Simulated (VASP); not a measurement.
# Ba3Te (I4/mmm) in VASP: single point with PBE

Aim: the single point of Ba3Te with PBE.

Everything below comes from runs of VASP 6.6.1. Logs are shortened: lines on timing, memory, paths and dates and some standing lists are left out, and cuts for length are marked.

## 1. The cell of the first run

Symmetry: I4/mmm, No. 139, tetragonal system. Conventional cell: a = 5.260 Å, b = 5.260 Å, c = 12.987 Å, α = 90.00°, β = 90.00°, γ = 90.00°. Within 4.9 Å of Ba (site symmetry 4/mmm) lie 4 Te at 3.72 Å and 8 Ba at 4.18 Å. Ba (site symmetry -4m2) has 8 Ba at 3.72 to 4.18 Å and 4 Te at 4.18 Å within 4.9 Å. Within 4.9 Å of Te (site symmetry 4/mmm) lie 12 Ba at 3.72 to 4.18 Å.

## 2. Single point, PBE (Mg replaced by Ba, lengths x 1.237, strained)

INCAR

```
SYSTEM = Ba3Te
PREC     = Accurate       ! precision mode
ENCUT    = 520            ! plane-wave cutoff, eV
EDIFF    = 1E-6           ! SCF threshold, eV
ISMEAR   = 0              ! smearing method
SIGMA    = 0.1            ! smearing width, eV
LREAL    = .False.        ! projectors in reciprocal space
LASPH    = .True.         ! aspherical terms in the spheres
NELM     = 80             ! most SCF steps
ALGO     = Fast           ! electronic algorithm
ISIF     = 2              ! what is computed and relaxed
LWAVE    = .False.        ! write WAVECAR
LCHARG   = .False.        ! write CHGCAR
GGA      = PE             ! functional
NBANDS   = 26             ! bands
```

KPOINTS

```
regular mesh
0
Gamma
  12 12 12
  0 0 0
```

POSCAR

```
Ba3Te
1.0
   -2.6297632962      2.6297632962      6.4933873005
    2.6297632962     -2.6297632962      6.4933873005
    2.6297632962      2.6297632962     -6.4933873005
Ba Te
3 1
Direct
    0.5000000000      0.5000000000      0.0000000000
    0.7500000000      0.2500000000      0.5000000000
    0.2500000000      0.7500000000      0.5000000000
    0.0000000000      0.0000000000      0.0000000000
```

Potentials or basis: VASP PAW PBE potentials, release 64 (Ba_sv, Te).

Run with:

```
cat potpaw_PBE.64/Ba_sv/POTCAR potpaw_PBE.64/Te/POTCAR > POTCAR
mpirun -np 1 vasp_std > vasp.out
```

OUTCAR:

```text
SYSTEM = Ba3Te
   PREC = Accurate
   ENCUT = 520
   EDIFF = 1E-6
   ISMEAR = 0
   LREAL = .False.
   LASPH = .True.
   NELM = 80
   ISIF = 2
   GGA = PE

 ion  position               nearest neighbor table
   1  0.500  0.500  0.000-   4 3.72   4 3.72   4 3.72   4 3.72   3 4.18   2 4.18   3 4.18   2 4.18
                             3 4.18   3 4.18   2 4.18   2 4.18
   2  0.750  0.250  0.500-   3 3.72   3 3.72   3 3.72   3 3.72   4 4.18   1 4.18   4 4.18   4 4.18
                             1 4.18   1 4.18   4 4.18   1 4.18
   3  0.250  0.750  0.500-   2 3.72   2 3.72   2 3.72   2 3.72   4 4.18   1 4.18   4 4.18   1 4.18
                             4 4.18   4 4.18   1 4.18   1 4.18
   4  0.000  0.000  0.000-   1 3.72   1 3.72   1 3.72   1 3.72   3 4.18   2 4.18   3 4.18   3 4.18
                             2 4.18   2 4.18   3 4.18   2 4.18

  LATTYP: Found a body centered tetragonal cell.
 ALAT       =     5.2595265924
 C/A-ratio  =     2.4691907861

  Lattice vectors:

 A1 = (  -2.6297632962,   2.6297632962,   6.4933873005)
 A2 = (   2.6297632962,  -2.6297632962,   6.4933873005)
 A3 = (   2.6297632962,   2.6297632962,  -6.4933873005)

Analysis of symmetry for initial positions (statically):
=====================================================================
 Subroutine PRICEL returns:
 Original cell was already a primitive cell.

 Routine SETGRP: Setting up the symmetry group for a
 body centered tetragonal supercell.

 Subroutine GETGRP returns: Found 16 space group operations
 (whereof 16 operations were pure point group operations)
 out of a pool of 16 trial point group operations.

The static configuration has the point symmetry D_4h.

Analysis of symmetry for dynamics (positions and initial velocities):
=====================================================================
 Subroutine PRICEL returns:
 Original cell was already a primitive cell.

 Routine SETGRP: Setting up the symmetry group for a
 body centered tetragonal supercell.

 Subroutine GETGRP returns: Found 16 space group operations
 (whereof 16 operations were pure point group operations)
 out of a pool of 16 trial point group operations.

The dynamic configuration has the point symmetry D_4h.

 Subroutine INISYM returns: Found 16 space group operations
 (whereof 16 operations are pure point group operations),
 and found     1 'primitive' translations

----------------------------------------------------------------------------------------

                                     Primitive cell

  volume of cell :     179.6241

  direct lattice vectors                    reciprocal lattice vectors
    -2.629763296  2.629763296  6.493387301     0.000000000  0.190131181  0.077001413
     2.629763296 -2.629763296  6.493387301     0.190131181  0.000000000  0.077001413
     2.629763296  2.629763296 -6.493387301     0.190131181  0.190131181  0.000000000

  length of vectors
     7.483006657  7.483006657  7.483006657     0.205131869  0.205131869  0.268886094

  position of ions in fractional coordinates (direct lattice)
     0.500000000  0.500000000  0.000000000
     0.750000000  0.250000000  0.500000000
     0.250000000  0.750000000  0.500000000
     0.000000000  0.000000000  0.000000000

  ion indices of the primitive-cell ions
   primitive index   ion index
                 1           1
                 2           2
                 3           3
                 4           4

----------------------------------------------------------------------------------------

 KPOINTS: regular mesh

Automatic generation of k-mesh.
 Grid dimensions read from file:
 generate k-points for:   12   12   12

 Generating k-lattice:

  Cartesian coordinates                     Fractional coordinates (reciprocal lattice)
     0.000000000  0.015844265  0.006416784     0.083333333  0.000000000 -0.000000000
     0.015844265  0.000000000  0.006416784     0.000000000  0.083333333 -0.000000000
     0.015844265  0.015844265  0.000000000     0.000000000  0.000000000  0.083333333

  Length of vectors
     0.017094322  0.017094322  0.022407175

  Shift w.r.t. Gamma in fractional coordinates (k-lattice)
     0.000000000  0.000000000  0.000000000

 Subroutine IBZKPT returns following result:
 ===========================================

 Found    163 irreducible k-points:

 Following reciprocal coordinates:
            Coordinates               Weight
  0.000000  0.000000  0.000000      1.000000
  0.083333  0.000000  0.000000      8.000000
  0.166667 -0.000000  0.000000      8.000000
  0.250000 -0.000000  0.000000      8.000000
  0.333333  0.000000 -0.000000      8.000000
  0.416667  0.000000  0.000000      8.000000
[... 16 lines left out ...]
  0.500000  0.166667  0.000000     16.000000
 -0.416667  0.166667  0.000000     16.000000
 [... further k-points ...]
   k-points           NKPTS =    163   k-points in BZ     NKDIM =    163   number of bands    NBANDS=     26
   number of dos      NEDOS =    301   number of ions     NIONS =      4
   total plane-waves  NPLWV = 175616
   dimension x,y,z NGX =    56 NGY =   56 NGZ =   56
   dimension x,y,z NGXF=   112 NGYF=  112 NGZF=  112
   ions per type =               3   1
   NGX,Y,Z   is equivalent  to a cutoff of  12.44, 12.44, 12.44 a.u.
   NGXF,Y,Z  is equivalent  to a cutoff of  24.88, 24.88, 24.88 a.u.
 SYSTEM =  Ba3Te
   PREC   = accura    normal or accurate (medium, high low for compatibility)
   ISTART =      0    job   : 0-new  1-cont  2-samecut
   ICHARG =      2    charge: 1-file 2-atom 10-const
   ISPIN  =      1    spin polarized calculation?
   LNONCOLLINEAR =      F non collinear calculations
   LSORBIT =      F    spin-orbit coupling
   LASPH  =      T    aspherical Exc in radial PAW
   ENCUT  =  520.0 eV  38.22 Ry    6.18 a.u.  13.91 13.91 13.91*2*pi/ulx,y,z
   NELM   =     80;   NELMIN=  2; NELMDL= -5     # of ELM steps
   EDIFF  = 0.1E-05   stopping-criterion for ELM
   LREAL  =      F    real-space projection
   EDIFFG = 0.1E-04   stopping-criterion for IOM
   NSW    =      0    number of steps for IOM
   IBRION =     -1    ionic relax: 0-MD 1-quasi-New 2-CG
   NFREE  =      0    steps in history (QN), initial steepest desc. (CG)
   ISIF   =      2    stress and relaxation
   ISYM   =      2    0-nonsym 1-usesym 2-fastsym
   POTIM  = 0.5000    time-step for ionic-motion
   TEBEG  =    0.0;   TEEND  =   0.0 temperature during run
   PSTRESS=    0.0 pullay stress
   NELECT =      36.0000    total number of electrons
   NUPDOWN=      -1.0000    fix difference up-down
   EMIN   =  10.00;   EMAX   =-10.00  energy-range for DOS
   EFERMI =   0.00;   METHOD = LEGACY
   ISMEAR =     0;   SIGMA  =   0.10  broadening in eV -4-tet -1-fermi 0-gaus
   EFERMI_NEDOS =   21; number of points for ismear=-14 and -15
   IALGO  =     68    algorithm
   IMIX   =      4    mixing-type and parameters
     AMIX     =   0.40;   BMIX     =  1.00
     AMIX_MAG =   1.60;   BMIX_MAG =  1.00
  volume/ion in A,a.u.               =      44.91       303.04
  Fermi-wavevector in a.u.,A,eV,Ry     =   0.958048  1.810449 12.488200  0.917857
  Thomas-Fermi vector in A             =   2.087121
   LORBIT       =      0    0 simple, 1 ext, 2 COOP (PROOUT), +10 PAW based schemes
   GGA     = PE    functional components
   LHFCALC =     F    Hartree Fock is set to
   AEXX    =    0.0000 exact exchange contribution
   IVDW    =     0    specifies the selected vdW correction
   LEPSILON=     F    determine dielectric tensor
   LRPA    =     F    only Hartree local field effects (RPA)
 non-spin polarized calculation
 RMM-DIIS sequential band-by-band and
 Gauss-broadening in eV      SIGMA  =   0.10
  energy-cutoff  :      520.00
  volume of cell :      179.62
 maximum number of plane-waves:      4864
   NGX = 27   NGY = 27   NGZ = 27

 number of electron      35.9999999 magnetization

 Free energy of the ion-electron system (eV)
  ---------------------------------------------------
  ext. energy  EPLUGINS =         0.00000000
  ---------------------------------------------------
  free energy    TOTEN  =       -11.00758759 eV

  energy without entropy =      -10.98301740  energy(sigma->0) =      -10.99530249

 E-fermi :   3.6870     XC(G=0):  -8.3882

 val. band max:        3.6868201505   @ k =  -0.3333   0.2500   0.0000
 cond. band min:       3.6889943775   @ k =  -0.3333  -0.3333   0.1667
 fundamental gap:      0.0021742270
 Fermi energy:         3.6870389660

 k-point     1 :       0.0000    0.0000    0.0000
  band No.  band energies     occupation
      1     -25.3542      2.00000
      2     -25.1514      2.00000
      3     -25.1155      2.00000
      4     -10.9250      2.00000
      5     -10.9250      2.00000
      6     -10.8912      2.00000
[... 18 lines left out ...]
     25       5.1774      0.00000
     26       5.8643      0.00000

 k-point     2 :       0.0833    0.0000    0.0000
  band No.  band energies     occupation
      1     -25.3500      2.00000
      2     -25.1516      2.00000
      3     -25.1194      2.00000
      4     -10.9255      2.00000
      5     -10.9111      2.00000
      6     -10.8701      2.00000
[... 18 lines left out ...]
     25       5.3886      0.00000
     26       5.9751      0.00000

 k-point     3 :       0.1667   -0.0000    0.0000
  band No.  band energies     occupation
      1     -25.3379      2.00000
      2     -25.1521      2.00000
      3     -25.1309      2.00000
      4     -10.9106      2.00000
      5     -10.8701      2.00000
      6     -10.8259      2.00000
[... 18 lines left out ...]
     25       5.5332      0.00000
     26       6.3309      0.00000

 k-point     4 :       0.2500   -0.0000    0.0000
  band No.  band energies     occupation
      1     -25.3186      2.00000
      2     -25.1542      2.00000
      3     -25.1479      2.00000
      4     -10.8717      2.00000
      5     -10.8042      2.00000
      6     -10.7779      2.00000
[... 18 lines left out ...]
     25       5.5692      0.00000
     26       6.7441      0.00000

 k-point     5 :       0.3333    0.0000   -0.0000
  band No.  band energies     occupation
      1     -25.2935      2.00000
      2     -25.1744      2.00000
      3     -25.1526      2.00000
      4     -10.8114      2.00000
      5     -10.7472      2.00000
      6     -10.7178      2.00000
[... 18 lines left out ...]
     25       5.4815      0.00000
     26       6.4606      0.00000

 k-point     6 :       0.4167    0.0000    0.0000
  band No.  band energies     occupation
      1     -25.2645      2.00000
      2     -25.2025      2.00000
      3     -25.1532      2.00000
      4     -10.7687      2.00000
      5     -10.7077      2.00000
      6     -10.6194      2.00000
[... 427 lines left out ...]
 k-point    21 :       0.3333    0.1667    0.0000
  band No.  band energies     occupation
      1     -25.2829      2.00000
      2     -25.1814      2.00000
      3     -25.1549      2.00000
      4     -10.9835      2.00000
      5     -10.7622      2.00000
      6     -10.6128      2.00000
[... 18 lines left out ...]
     25       5.8677      0.00000
     26       6.3980      0.00000

 k-point    22 :       0.4167    0.1667    0.0000
  band No.  band energies     occupation
      1     -25.2576      2.00000
      2     -25.2062      2.00000
      3     -25.1549      2.00000
      4     -10.9282      2.00000
      5     -10.7736      2.00000
      6     -10.7145      2.00000
[... 18 lines left out ...]
     25       5.8290      0.00000
     26       6.1635      0.00000

 k-point    23 :       0.5000    0.1667    0.0000
  band No.  band energies     occupation
      1     -25.2346      2.00000
      2     -25.2296      2.00000
      3     -25.1545      2.00000
      4     -10.8764      2.00000
      5     -10.8201      2.00000
      6     -10.7352      2.00000
[... 18 lines left out ...]
     25       5.8696      0.00000
     26       6.0387      0.00000

 k-point    24 :      -0.4167    0.1667    0.0000
  band No.  band energies     occupation
      1     -25.2606      2.00000
      2     -25.2044      2.00000
      3     -25.1538      2.00000
      4     -10.9450      2.00000
      5     -10.7222      2.00000
      6     -10.7214      2.00000
[... 18 lines left out ...]
     25       5.8643      0.00000
     26       6.4124      0.00000

 [... further k-points ...]
[... 5 lines left out ...]
  --------------------------------------------------------------------------------------
  -------------------------------------------------------------------------------------
  Total        0.8848309      0.8848309      0.1971700      0.0000000      0.0000000      0.0000000
  in kB        7.8923486      7.8923486      1.7586801      0.0000000      0.0000000      0.0000000
  external PRESSURE =       5.8477925 kB  Pullay stress =       0.0000000 kB

 VOLUME and BASIS-vectors are now :
 -----------------------------------------------------------------------------
  energy-cutoff  :      520.00
  volume of cell :      179.62
      direct lattice vectors                 reciprocal lattice vectors
    -2.629763296  2.629763296  6.493387301     0.000000000  0.190131181  0.077001413
     2.629763296 -2.629763296  6.493387301     0.190131181  0.000000000  0.077001413
     2.629763296  2.629763296 -6.493387301     0.190131181  0.190131181  0.000000000

 POSITION                                       TOTAL-FORCE (eV/Angst)
 -----------------------------------------------------------------------------------
      0.00000      0.00000      6.49339        -0.000000      0.000000      0.000000
      0.00000      2.62976      3.24669         0.000000      0.000000     -0.000000
      2.62976      0.00000      3.24669        -0.000000     -0.000000      0.000000
      0.00000      0.00000      0.00000        -0.000000      0.000000      0.000000
 -----------------------------------------------------------------------------------
    total drift:                               -0.000000     -0.000000      0.000000

  FREE ENERGIE OF THE ION-ELECTRON SYSTEM (eV)
  ---------------------------------------------------
  free  energy   TOTEN  =       -11.0075875894 eV

  energy  without entropy=      -10.9830173991  energy(sigma->0) =      -10.99530249
```

Wall time 13 min (1 thread of Intel Xeon 6975P-C (Granite Rapids), shared host); peak memory 0.87 GiB.

Results:

```
Free energy            : -11.0076 eV
Pressure               : 0.6 GPa
Band gap on the k mesh : zero (bands 18 and 19 overlap by 0.92 eV)
```

Stress tensor (GPa, compression positive):
```
0.79 0.00 0.00
0.00 0.79 0.00
0.00 0.00 0.18
```

Caveat: the cell differs from its parent crystal (Mg replaced by Ba, lengths x 1.237, strained); spin-orbit coupling is left out, which moves the levels of the heavy elements.
